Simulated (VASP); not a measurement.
Write the native input for VASP 6.6.1 that does the following.

```yaml
Task: single point
Functional: PBEsol
Potentials_or_basis: VASP PAW PBE potentials, release 64 (Ge_d)
Cutoff: 520 eV
k_mesh: 11 × 11 × 6
Occupations: methfessel-paxton, width 0.2 eV
Spin: no spin polarisation
Dipole_correction: no
Further_INCAR_settings: ALGO = Normal; EDIFF = 1e-06; NBANDS = 21
```

The structure of Ge lies in POSCAR:

```
Ge
1.0
    1.4880530000     -2.5946900000      0.0000000000
    1.4880530000      2.5946900000      0.0000000000
    0.0000000000      0.0000000000      4.7275960000
Ge
2
Direct
    0.6665530000      0.3334470000      0.2500000000
    0.3334470000      0.6665530000      0.7500000000
```

These files were run (other wordings do the same):

INCAR

```
  PREC = Accurate
  ENCUT = 520
  EDIFF = 1E-6
  ISMEAR = 1
  SIGMA = 0.2
  LREAL = False
  LASPH = True
  NELM = 60
  ALGO = Normal
  ISIF = 2
  LWAVE = False
  LCHARG = False
  GGA = PS
  NBANDS = 21
```

KPOINTS

```
Automatic mesh
0
Gamma
  11 11 6
```

Potentials or basis: VASP PAW PBE potentials, release 64 (Ge_d).

The run is started by

```console
$ cat potpaw_PBE.64/Ge_d/POTCAR > POTCAR
$ mpirun -np 1 vasp_std > vasp.out
```

It gave:

```json
{
 "Pressure": "0.4 GPa",
 "Largest force": "0.007 eV/Å",
 "Band gap on the k mesh": "zero (band 14 reaches 13.67 eV, above the bottom of band 15 at 4.30 eV)"
}
```

Caveat: the PAW data sets were made with another functional, which shifts forces and pressure a little.

Run time: 50 s on 1 thread of Intel(R) Xeon(R) Platinum 8259CL CPU @ 2.50GHz (Skylake/Cascade Lake), on a shared host, peak memory 0.21 GiB.
